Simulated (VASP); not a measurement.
# Si16HC16 (a cell with a defect) in VASP: notebook, part 2 of 2

VASP 6.6.1. Earlier steps stand in the parts before.

## 4. Single point, PBE

INCAR

```
SYSTEM = Si16HC16
PREC = Accurate
ENCUT = 520
EDIFF = 1E-6
ISMEAR = 0
SIGMA = 0.02
LREAL = Auto
LASPH = .True.
NELM = 100
ALGO = Normal
ISIF = 2
LWAVE = .False.
LCHARG = .False.
GGA = PE
NBANDS = 86
NELECT = 128.0
```

KPOINTS

```
Automatic mesh
0
Gamma
  2 2 2
  0.5 0.5 0.5
```

POSCAR

```
Si16HC16
1.0
    4.3797259441      4.3797259441      4.3797259441
   -4.3797259441      4.3797259441     -4.3797259441
   -4.3797259441     -4.3797259441      4.3797259441
Si C H
16 16 1
Direct
    0.2522040224      0.0015322877     -0.0000393860
    0.2495069358      0.7495756680      0.2516228216
    0.4755152552      0.7255198249     -0.0134036925
    0.2508077021      0.5007491400      0.4999047949
    0.4996296636      0.4994497436      0.2516114054
    0.7515749940      0.5021561915     -0.0000397285
    0.2490002831      0.2471025616      0.7483720538
    0.5021559632      0.2517672371      0.5012555644
    0.7532599167      0.2629557225      0.2536231751
    0.0010432160      0.2509932160     -0.0008131787
    0.5009330556      0.0022028776      0.7499876800
    0.7473870607     -0.0027062196      0.4984460279
    0.0130744482      0.0032375313      0.2536724933
    0.7522575709      0.7508581683      0.7499800312
    0.0018319639      0.7520837016      0.5012615008
   -0.0028622795      0.4989209434      0.7483475089
    0.5012412941      0.2508063322      0.2512893533
    0.5009505225      0.0002709074      0.4983347195
    0.7529033876      0.0028843129      0.2394916973
    0.5011430003      0.7510884338      0.7529303299
    0.7503346196      0.7508718678      0.4983446517
    0.0008538205      0.7511926641      0.2512952897
    0.4990440105      0.4958708667      0.0006152211
    0.7502727435      0.5013750924      0.7500696486
    0.0027437790      0.5033989633      0.5025811040
    0.2505449003      0.5004889639      0.2502472789
    0.7516700912      0.2527027979      0.0003550450
   -0.0018634728      0.2480732845      0.7445992150
    0.2534786455      0.2526982314      0.5025992558
    0.0027469755      0.0016181378      0.0003646347
    0.2514395910      0.0002199909      0.7500702194
    0.2458675528      0.7489836218      0.0006056315
    0.7034805463     -0.0469506546      0.0620847065
```

Potentials or basis: VASP PAW PBE potentials, release 64 (Si, C, H).

On the command line:

```bash
$ cat potpaw_PBE.64/Si/POTCAR potpaw_PBE.64/C/POTCAR potpaw_PBE.64/H/POTCAR > POTCAR
$ mpirun -np 1 vasp_std > vasp.out
```

OUTCAR:

```text
SYSTEM = Si16HC16
   PREC = Accurate
   ENCUT = 520
   EDIFF = 1E-6
   ISMEAR = 0
   LREAL = Auto
   LASPH = .True.
   NELM = 100
   ISIF = 2
   GGA = PE
   NELECT = 128.0

 ion  position               nearest neighbor table
   1  0.252  0.002  1.000-  31 1.89  30 1.89  17 1.90  32 1.90  13 3.05   7 3.08   5 3.08  15 3.09
                            11 3.09  14 3.10   3 3.10  10 3.10   9 3.10   8 3.10  16 3.11   2 3.12
   2  0.250  0.750  0.252-  26 1.89  22 1.89  32 1.89  18 1.89  13 3.04   3 3.05   4 3.08  15 3.08
                            12 3.08   6 3.08  11 3.09  10 3.09   5 3.10   8 3.11  16 3.12   1 3.12
   3  0.476  0.726  0.987-  33 1.73  32 1.84  23 1.84  20 1.91  19 2.05  16 2.96   7 2.96   4 3.02
                             2 3.05   5 3.05   1 3.10   6 3.10
   4  0.251  0.501  0.500-  26 1.89  25 1.90  29 1.90  20 1.91   3 3.02   2 3.08   5 3.08  13 3.08
                             9 3.08  15 3.10   8 3.10  10 3.10  14 3.11  11 3.11  16 3.11   7 3.11
   5  0.500  0.499  0.252-  26 1.89  17 1.89  23 1.89  21 1.89   9 3.04   3 3.05   4 3.08   8 3.08
                            12 3.08   1 3.08  14 3.09  10 3.09   2 3.10  15 3.11   7 3.12   6 3.12
   6  0.752  0.502  1.000-  24 1.89  27 1.89  22 1.90  23 1.90   9 3.05  16 3.08   2 3.08  14 3.09
                             8 3.09  11 3.10   3 3.10  10 3.10  13 3.10  15 3.10   7 3.11   5 3.12
   7  0.249  0.247  0.748-  31 1.88  29 1.89  28 1.90  23 1.90   3 2.96  13 3.07  15 3.07  11 3.08
                             1 3.08  10 3.09   8 3.10  12 3.11   4 3.11   6 3.11   5 3.12  16 3.12
   8  0.502  0.252  0.501-  24 1.89  17 1.89  29 1.89  18 1.90  13 3.03  16 3.07   5 3.08  11 3.09
                             6 3.09   9 3.09  14 3.09  12 3.10   7 3.10   4 3.10   1 3.10   2 3.11
   9  0.753  0.263  0.254-  25 1.87  17 1.88  27 1.89  19 1.94  15 3.03   5 3.04   6 3.05  16 3.07
                             4 3.08   8 3.09   1 3.10  10 3.11  11 3.12
  10  0.001  0.251  0.999-  26 1.90  27 1.90  30 1.90  28 1.92   2 3.09   5 3.09  16 3.09   7 3.09
                            11 3.10  14 3.10   1 3.10   6 3.10   4 3.10  12 3.10   9 3.11  13 3.11
  11  0.501  0.002  0.750-  31 1.89  27 1.90  18 1.90  20 1.91   7 3.08  12 3.08   8 3.09   2 3.09
                             1 3.09  15 3.09   6 3.10  10 3.10   4 3.11  14 3.11   9 3.12
  12  0.747  0.997  0.498-  21 1.88  18 1.88  28 1.89  19 1.99   5 3.08   2 3.08  14 3.08  11 3.08
                            15 3.09   8 3.10  10 3.10   7 3.11  16 3.11
  13  0.013  0.003  0.254-  29 1.87  22 1.88  30 1.89  19 1.94   8 3.03   2 3.04   1 3.05   7 3.07
                             4 3.08  15 3.09   6 3.10  10 3.11  14 3.12
  14  0.752  0.751  0.750-  24 1.89  30 1.90  21 1.90  20 1.91  16 3.08  12 3.08  15 3.09   5 3.09
                             6 3.09   8 3.09   1 3.10  10 3.10   4 3.11  11 3.11  13 3.12
  15  0.002  0.752  0.501-  31 1.89  22 1.89  25 1.89  21 1.90   9 3.03   7 3.07   2 3.08  14 3.09
                             1 3.09  13 3.09  11 3.09  12 3.09  16 3.10   4 3.10   6 3.10   5 3.11
  16  0.997  0.499  0.748-  24 1.88  25 1.89  28 1.90  32 1.90   3 2.96   9 3.07   8 3.07  14 3.08
                             6 3.08  10 3.09  15 3.10  12 3.11   4 3.11   1 3.11   2 3.12   7 3.12
  17  0.501  0.251  0.251-   9 1.88   5 1.89   8 1.89   1 1.90
  18  0.501  0.000  0.498-  12 1.88   2 1.89   8 1.90  11 1.90
  19  0.753  0.003  0.239-  33 1.15   9 1.94  13 1.94  12 1.99   3 2.05
  20  0.501  0.751  0.753-   4 1.91   3 1.91  11 1.91  14 1.91
  21  0.750  0.751  0.498-  12 1.88   5 1.89  15 1.90  14 1.90
  22  0.001  0.751  0.251-  13 1.88   2 1.89  15 1.89   6 1.90
  23  0.499  0.496  0.001-   3 1.84   5 1.89   7 1.90   6 1.90
  24  0.750  0.501  0.750-  16 1.88   8 1.89  14 1.89   6 1.89
  25  0.003  0.503  0.503-   9 1.87  16 1.89  15 1.89   4 1.90
  26  0.251  0.500  0.250-   2 1.89   5 1.89   4 1.89  10 1.90
  27  0.752  0.253  0.000-   9 1.89   6 1.89  10 1.90  11 1.90
  28  0.998  0.248  0.745-  12 1.89   7 1.90  16 1.90  10 1.92
  29  0.253  0.253  0.503-  13 1.87   7 1.89   8 1.89   4 1.90
  30  0.003  0.002  0.000-  13 1.89   1 1.89  10 1.90  14 1.90
  31  0.251  0.000  0.750-   7 1.88  15 1.89  11 1.89   1 1.89
  32  0.246  0.749  0.001-   3 1.84   2 1.89  16 1.90   1 1.90
  33  0.703  0.953  0.062-  19 1.15   3 1.73

  LATTYP: Found a body centered cubic cell.
 ALAT       =     8.7594518882

[... 167 lines left out ...]
   ISPIN  =      1    spin polarized calculation?
   LNONCOLLINEAR =      F non collinear calculations
   LSORBIT =      F    spin-orbit coupling
   LASPH  =      T    aspherical Exc in radial PAW
   ENCUT  =  520.0 eV  38.22 Ry    6.18 a.u.  14.10 14.10 14.10*2*pi/ulx,y,z
   NELM   =    100;   NELMIN=  2; NELMDL= -5     # of ELM steps
   EDIFF  = 0.1E-05   stopping-criterion for ELM
   LREAL  =      T    real-space projection
   EDIFFG = 0.1E-04   stopping-criterion for IOM
   NSW    =      0    number of steps for IOM
   IBRION =     -1    ionic relax: 0-MD 1-quasi-New 2-CG
   NFREE  =      0    steps in history (QN), initial steepest desc. (CG)
   ISIF   =      2    stress and relaxation
   ISYM   =      2    0-nonsym 1-usesym 2-fastsym
   POTIM  = 0.5000    time-step for ionic-motion
   TEBEG  =    0.0;   TEEND  =   0.0 temperature during run
   PSTRESS=    0.0 pullay stress
   NELECT =     128.0000    total number of electrons
   NUPDOWN=      -1.0000    fix difference up-down
   EMIN   =  10.00;   EMAX   =-10.00  energy-range for DOS
   EFERMI =   0.00;   METHOD = LEGACY
   ISMEAR =     0;   SIGMA  =   0.02  broadening in eV -4-tet -1-fermi 0-gaus
   EFERMI_NEDOS =   21; number of points for ismear=-14 and -15
   IALGO  =     38    algorithm
   IMIX   =      4    mixing-type and parameters
     AMIX     =   0.40;   BMIX     =  1.00
     AMIX_MAG =   1.60;   BMIX_MAG =  1.00
  volume/ion in A,a.u.               =      10.18        68.72
  Fermi-wavevector in a.u.,A,eV,Ry     =   1.186710  2.242556 19.160817  1.408280
  Thomas-Fermi vector in A             =   2.322877
   LORBIT       =      0    0 simple, 1 ext, 2 COOP (PROOUT), +10 PAW based schemes
   GGA     = PE    functional components
   LHFCALC =     F    Hartree Fock is set to
   AEXX    =    0.0000 exact exchange contribution
   IVDW    =     0    specifies the selected vdW correction
   LEPSILON=     F    determine dielectric tensor
   LRPA    =     F    only Hartree local field effects (RPA)
 non-spin polarized calculation
 Gauss-broadening in eV      SIGMA  =   0.02
  energy-cutoff  :      520.00
  volume of cell :      336.05
 maximum number of plane-waves:      9092
   NGX = 29   NGY = 29   NGZ = 29

 number of electron     127.9999996 magnetization

 Free energy of the ion-electron system (eV)
  ---------------------------------------------------
  ext. energy  EPLUGINS =         0.00000000
  ---------------------------------------------------
  free energy    TOTEN  =      -251.45952331 eV

  energy without entropy =     -251.45952331  energy(sigma->0) =     -251.45952331

 E-fermi :   7.5399     XC(G=0): -11.2884

 val. band max:        7.4120957882   @ k =   0.2500   0.2500   0.2500
 cond. band min:      10.0494915154   @ k =  -0.2500   0.2500   0.2500
 fundamental gap:      2.6373957271
 Fermi energy:         7.5398916408

 k-point     1 :       0.2500    0.2500    0.2500
  band No.  band energies     occupation
      1      -6.8826      2.00000
      2      -6.1330      2.00000
      3      -6.1005      2.00000
      4      -6.0879      2.00000
      5      -4.5199      2.00000
      6      -3.5418      2.00000
[... 305 lines left out ...]
     75      13.2829      0.00000
     76      13.3457      0.00000
 [bands above 76 left out]

------------------------ aborting loop because EDIFF is reached ----------------------------------------

  FORCE on cell =-STRESS in cart. coord.  units (eV):
  Direction    XX          YY          ZZ          XY          YZ          ZX
  --------------------------------------------------------------------------------------
  -------------------------------------------------------------------------------------
  Total       -9.2865952     -7.1979497     -9.2693566     -1.9334096      1.9332862      2.1745091
  in kB      -44.2757878    -34.3177332    -44.1935991     -9.2179353      9.2173470     10.3674275
  external PRESSURE =     -40.9290400 kB  Pullay stress =       0.0000000 kB

 VOLUME and BASIS-vectors are now :
 -----------------------------------------------------------------------------
  energy-cutoff  :      520.00
  volume of cell :      336.05
      direct lattice vectors                 reciprocal lattice vectors
     4.379725944  4.379725944  4.379725944     0.000000000  0.114162394  0.114162394
    -4.379725944  4.379725944 -4.379725944    -0.114162394  0.114162394  0.000000000
    -4.379725944 -4.379725944  4.379725944    -0.114162394  0.000000000  0.114162394

 POSITION                                       TOTAL-FORCE (eV/Angst)
 -----------------------------------------------------------------------------------
     -3.28168     -3.26826      5.47743         0.014028     -0.013188     -0.019562
     -3.29220      3.27367     -1.08813         0.032832      0.004950     -0.008532
     -5.41597      0.93918      3.22607         0.120536      0.058303     -0.117891
     -3.28412      1.10217      1.09477         0.050131     -0.002071     -0.050195
     -1.10120      3.27370      1.10278         0.007312      0.005052     -0.033014
     -3.28717      1.11145      5.47194         0.019401     -0.012595     -0.014061
[... 25 lines left out ...]
     -2.20616      4.35452     -2.20086         0.020315      0.026280      0.005585
     -1.36496      6.98323     -0.82113        -0.382034      0.123068      0.380820
 -----------------------------------------------------------------------------------
    total drift:                               -0.001817      0.008048      0.004191

  FREE ENERGIE OF THE ION-ELECTRON SYSTEM (eV)
  ---------------------------------------------------
  free  energy   TOTEN  =      -251.4595233089 eV

  energy  without entropy=     -251.4595233089  energy(sigma->0) =     -251.45952331
```

Run time: 13 min. Hardware: 1 thread of Intel Xeon 8259CL, shared host; peak memory 0.44 GiB.

Results:

* Free energy: -251.4595 eV
* Largest force: 0.553 eV/Å

Forces on the atoms (eV/Å):
```
Si   0.014 -0.013 -0.020
Si   0.033  0.005 -0.009
Si   0.121  0.058 -0.118
Si   0.050 -0.002 -0.050
Si   0.007  0.005 -0.033
Si   0.019 -0.013 -0.014
Si   0.010  0.001 -0.008
Si   0.007 -0.001  0.004
Si  -0.049  0.022 -0.027
Si   0.023 -0.008 -0.023
Si   0.032 -0.050  0.011
Si   0.011 -0.019 -0.013
Si   0.026  0.021  0.048
Si  -0.011 -0.051 -0.032
Si  -0.004  0.000 -0.008
Si   0.008  0.001 -0.010
C   -0.004 -0.005 -0.012
C    0.009 -0.015 -0.009
C   -0.146  0.018  0.150
C    0.088 -0.056 -0.088
C    0.010 -0.015 -0.010
C    0.013 -0.005  0.005
C   -0.005  0.026 -0.021
C    0.006  0.008 -0.006
C    0.002  0.004 -0.020
C    0.035 -0.001 -0.034
C    0.023 -0.039  0.001
C    0.013 -0.003 -0.013
C    0.018  0.005  0.000
C   -0.001 -0.038 -0.023
C    0.006  0.009 -0.005
C    0.020  0.026  0.006
H   -0.382  0.123  0.381
```

Caveat: the cell carries a net charge on a neutralising background, which shifts energy and pressure; the cell is charged against a uniform background, so pressure and absolute levels hang on convention.
